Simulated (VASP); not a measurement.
Set up this calculation in VASP 6.6.1, as the native input.

| Property | Result |
| --- | --- |
| Task | single point |
| Functional | PBE |
| Potentials or basis | VASP PAW PBE potentials, release 64 (Al, N) |
| Cutoff | 520 eV |
| k mesh | 10 × 10 × 6 |
| Occupations | fermi-dirac, width 0.01 eV |
| Spin | no spin polarisation |
| Dipole correction | no |
| Further INCAR settings | ALGO = Normal; EDIFF = 1e-06; NBANDS = 16 |

The structure of AlN (AlN (P6_3mc)) lies in POSCAR:

```
AlN
1.0
    3.1297569564      0.0000000289      0.0000000000
   -1.5648785032      2.7104490175      0.0000000000
    0.0000000000      0.0000000000      5.0174032965
Al N
2 2
Direct
    0.6666666667      0.3333333333      0.4992353738
    0.3333333333      0.6666666667      0.9992353738
    0.6666666667      0.3333333333      0.8807646262
    0.3333333333      0.6666666667      0.3807646262
```

These files were run (other wordings do the same):

INCAR

```
SYSTEM = AlN
PREC = Accurate
ENCUT = 520
EDIFF = 1E-6
ISMEAR = -1
SIGMA = 0.01
LREAL = .False.
LASPH = .True.
NELM = 60
ALGO = Normal
ISIF = 2
LWAVE = .False.
LCHARG = .False.
GGA = PE
NBANDS = 16
```

KPOINTS

```
regular mesh
0
Gamma
  10 10 6
  0 0 0
```

Potentials or basis: VASP PAW PBE potentials, release 64 (Al, N).

The run is started by

```sh
$ cat potpaw_PBE.64/Al/POTCAR potpaw_PBE.64/N/POTCAR > POTCAR
$ mpirun -np 1 vasp_std > vasp.out
```

Results of the run:

The pressure is -0.2 GPa and the band gap on the k mesh is 4.05 eV, direct.

Wall time 37 s on 1 thread of Intel Xeon 8259CL, with other jobs on the host, peak memory 0.17 GiB.
